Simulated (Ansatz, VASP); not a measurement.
**SnO in VASP and in Ansatz**

File INCAR:

```
ALGO = Normal
EDIFF = 1E-6
ENCUT = 520
GGA = CA
ISIF = 2
ISMEAR = 0
LASPH = True
LCHARG = True
LELF = True
LREAL = False
LVHAR = True
LWAVE = False
NBANDS = 50
NELM = 100
PREC = Accurate
SIGMA = 0.02
```

Contents of KPOINTS:

```
k-points
0
Gamma
  10 10 4
```

Contents of POSCAR:

```
SnO
1.0
    2.7369120000     -2.7377960000      0.0000000000
    2.7369120000      2.7377960000      0.0000000000
    0.0000000000      0.0000000000     10.2219600000
Sn O
4 4
Direct
    0.7365470000      0.2634530000      0.8638580000
    0.2634530000      0.7365470000      0.1361420000
    0.7634530000      0.2365470000      0.3638580000
    0.2365470000      0.7634530000      0.6361420000
    0.2619440000      0.2380560000      0.2500000000
    0.7380560000      0.7619440000      0.7500000000
    0.2380560000      0.2619440000      0.7500000000
    0.7619440000      0.7380560000      0.2500000000
```

Input for Ansatz:

```yaml
crystal:
  lattice:
    - [2.736912, -2.737796, 0.0]
    - [2.736912, 2.737796, 0.0]
    - [0.0, 0.0, 10.22196]
  atoms:
    - { symbol: Sn, position: [0.736547, 0.263453, 0.863858] }
    - { symbol: Sn, position: [0.263453, 0.736547, 0.136142] }
    - { symbol: Sn, position: [0.763453, 0.236547, 0.363858] }
    - { symbol: Sn, position: [0.236547, 0.763453, 0.636142] }
    - { symbol: O, position: [0.261944, 0.238056, 0.25] }
    - { symbol: O, position: [0.738056, 0.761944, 0.75] }
    - { symbol: O, position: [0.238056, 0.261944, 0.75] }
    - { symbol: O, position: [0.761944, 0.738056, 0.25] }
basis:
  ecutwfc: 420
kpoints:
  mp_grid: { grid: [10, 10, 4] }
hamiltonian:
  xc: lda
scf:
  occupations: { method: gaussian, width: 0.02 }
output:
  forces: true
  stress: true
  eigenvalues: true
```

Alike in both runs: task single point; functional LDA; k mesh 10 × 10 × 4; occupations gaussian, width 0.02 eV; no spin polarisation.

|  | VASP | Ansatz |
| --- | --- | --- |
| version | VASP 6.6.1 | Ansatz 0.2.0 |
| potentials or method | VASP PAW LDA potentials, release 64 (Sn_d, O), cutoff 520 eV | scalar-relativistic, plane waves, PAW |
| valence electrons in the cell | 80 | 80 |

VASP gave:

| Item | Value |
| --- | --- |
| gap on the k mesh at the Fermi level (eV) | 0.56 |
| least direct gap on the mesh (eV) | 1.59 |
| pressure (GPa) | -6.3 |
| traceless stress, the component that is largest in VASP (GPa) | 0.89 |
| rms of the force components (eV/Å) | 0.240 |

Question: What did Ansatz give for the same quantities?

Answer: gap on the k mesh at the Fermi level (eV): 0.58; least direct gap on the mesh (eV): 1.64; pressure (GPa): -6.5; traceless stress, the component that is largest in VASP (GPa): 0.87; rms of the force components (eV/Å): 0.279.

LDA's correlation is that of Perdew and Zunger in VASP and of Perdew and Wang (1992) in Ansatz. Atom by atom the forces differ by 0.039 eV/Å (rms over components).
